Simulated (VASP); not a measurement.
Si3N4:

```xyz
14
Lattice="7.6018 0.0000 0.0000 -3.8009 6.5834 0.0000 0.0000 0.0000 2.9066" Properties=species:S:1:pos:R:3 pbc="T T T"
Si   -1.5969    5.0531    0.7267
Si    2.4272    1.1435    2.1799
Si    0.2233    2.6738    0.7267
Si    5.3978    1.5303    2.1799
Si    1.3737    5.4398    0.7267
Si    3.5776    3.9095    2.1799
N     0.0000    4.3889    0.7267
N     3.8009    2.1945    2.1799
N     2.3938    0.1948    0.7267
N     1.0282    2.1705    2.1799
N     6.2362    1.9757    0.7267
N     1.4071    6.3885    2.1799
N     2.7727    4.4128    0.7267
N    -2.4353    4.6077    2.1799
```

Base run:

```yaml
Program: VASP 6.6.1
Functional: r2SCAN
Potentials_or_basis: VASP PAW PBE potentials, release 64 (Si, N)
Cutoff: 580 eV
k_mesh: 4 × 4 × 10
Occupations: fermi-dirac, width 0.02 eV
Spin: no spin polarisation
```

Its results: band gap on the k mesh 4.99 eV (least direct gap 5.19 eV); pressure -0.1 GPa.

Q: The run is repeated on the same cell with these changes: functional from r2SCAN to PBE; cutoff from 580 eV to 600 eV; further incar settings from ALGO = Normal; EDIFF = 1e-07; NBANDS = 45 to ALGO = Normal; EDIFF = 1e-06; NBANDS = 45. What comes out?

A: Band gap on the k mesh 4.32 eV (least direct gap 4.52 eV); pressure 5.2 GPa.

Caveats: the PAW data sets were made with another functional, which shifts forces and pressure a little (at least some runs); the cell stands under pressure (at least some runs).

A k mesh can miss the band edges.
